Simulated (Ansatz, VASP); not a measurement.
# Two plane-wave programs on LiNbO3

Contents of INCAR:

```
ALGO = Normal
EDIFF = 1E-6
ENCUT = 520
GGA = PE
ISIF = 2
ISMEAR = 0
LASPH = T
LCHARG = F
LREAL = F
LWAVE = F
NBANDS = 45
NELM = 100
PREC = Accurate
SIGMA = 0.05
```

KPOINTS

```
k-points
0
Gamma
  6 6 6
```

The input POSCAR:

```
LiNbO3
1.0
    2.5265981229      1.4587321064      4.9283822986
   -2.5265981229      1.4587321064      4.9283822986
    0.0000000000     -2.9174642128      4.9283822986
Li Nb O
2 2 6
Direct
    0.2815913687      0.2815913687      0.2815913687
    0.7815913687      0.7815913687      0.7815913687
    0.0004900497      0.0004900497      0.0004900497
    0.5004900497      0.5004900497      0.5004900497
    0.1104619503      0.3580262714      0.7211003599
    0.7211003599      0.1104619503      0.3580262714
    0.3580262714      0.7211003599      0.1104619503
    0.2211003599      0.8580262714      0.6104619503
    0.8580262714      0.6104619503      0.2211003599
    0.6104619503      0.2211003599      0.8580262714
```

Input for Ansatz:

```yaml
crystal:
  lattice:
    - [2.5265981229, 1.4587321064, 4.9283822986]
    - [-2.5265981229, 1.4587321064, 4.9283822986]
    - [0.0, -2.9174642128, 4.9283822986]
  atoms:
    - { symbol: Li, position: [0.2815913687, 0.2815913687, 0.2815913687] }
    - { symbol: Li, position: [0.7815913687, 0.7815913687, 0.7815913687] }
    - { symbol: Nb, position: [0.0004900497, 0.0004900497, 0.0004900497] }
    - { symbol: Nb, position: [0.5004900497, 0.5004900497, 0.5004900497] }
    - { symbol: O, position: [0.1104619503, 0.3580262714, 0.7211003599] }
    - { symbol: O, position: [0.7211003599, 0.1104619503, 0.3580262714] }
    - { symbol: O, position: [0.3580262714, 0.7211003599, 0.1104619503] }
    - { symbol: O, position: [0.2211003599, 0.8580262714, 0.6104619503] }
    - { symbol: O, position: [0.8580262714, 0.6104619503, 0.2211003599] }
    - { symbol: O, position: [0.6104619503, 0.2211003599, 0.8580262714] }
basis:
  ecutwfc: 520.0
kpoints:
  mp_grid: { grid: [6, 6, 6] }
hamiltonian:
  xc: pbe
  pseudopotentials: { kind: paw, azcp: { folder: soft_1 } }
scf:
  occupations: { method: gaussian, width: 0.05 }
output:
  forces: true
  stress: true
  eigenvalues: true
  write_density: true
  write_potential: true
  elf: true
  volumetric_format: npy
```

Alike in both runs: task single point; functional PBE; k mesh 6 × 6 × 6; occupations gaussian, width 0.05 eV; no spin polarisation.

|  | VASP | Ansatz |
| --- | --- | --- |
| version | VASP 6.6.1 | Ansatz 0.2.0 |
| potentials or method | VASP PAW PBE potentials, release 64 (Li_sv, Nb_sv, O), cutoff 520 eV | scalar-relativistic, plane waves, PAW |
| valence electrons in the cell | 68 | 68 |

|  | VASP | Ansatz | Ansatz less VASP |
| --- | --- | --- | --- |
| gap on the k mesh at the Fermi level (eV) | 3.50 | 3.51 | +0.013 |
| least direct gap on the mesh (eV) | 3.51 | 3.52 | +0.013 |
| rms of the force components (eV/Å) | 0.119 | 0.118 | -0.0010 |

Atom by atom the forces differ by 0.012 eV/Å (rms over components).

Noted on VASP's run: the cutoff is under 1.25 times that of the potentials, so the pressure is a little rough.
